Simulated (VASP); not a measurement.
## KBr: single point with LDA

The system is KBr.

```
CELL_PARAMETERS angstrom
0.00000 3.30000 3.30000
3.30000 0.00000 3.30000
3.30000 3.30000 0.00000
ATOMIC_POSITIONS crystal
Br 0.50000 0.50000 0.50000
K 0.00000 0.00000 0.00000
```

```yaml
Program: VASP 6.6.1
Task: single point
Functional: LDA
Potentials_or_basis: VASP PAW LDA potentials, release 64 (Br, K_sv)
Cutoff: 500 eV
k_mesh: 6 × 6 × 6
Occupations: gaussian, width 0.05 eV
Spin: no spin polarisation
```

```json
{
 "Pressure": "-1.6 GPa",
 "Band gap on the k mesh": "4.04 eV"
}
```

Levels at points of the mesh, in eV from the valence-band top:
| k point | band 6 | band 7 | band 8 | band 9 | band 10 | band 11 |
| --- | --- | --- | --- | --- | --- | --- |
| (0.00, 0.00, 0.00) | 0.00 | 0.00 | 0.00 | 4.04 | 7.35 | 7.35 |
| (0.50, 0.00, 0.00) | -1.25 | -0.35 | -0.35 | 6.25 | 7.93 | 9.53 |
| (0.50, 0.50, 0.00) | -0.85 | -0.30 | -0.30 | 5.56 | 6.86 | 9.14 |

It took 28 s on 1 thread of AMD EPYC 7R43 64-Core Processor (Zen 3), with other jobs on the host, peak memory 0.14 GiB.

Expect the measured gap to be larger: semilocal functionals such as LDA lack the derivative discontinuity.
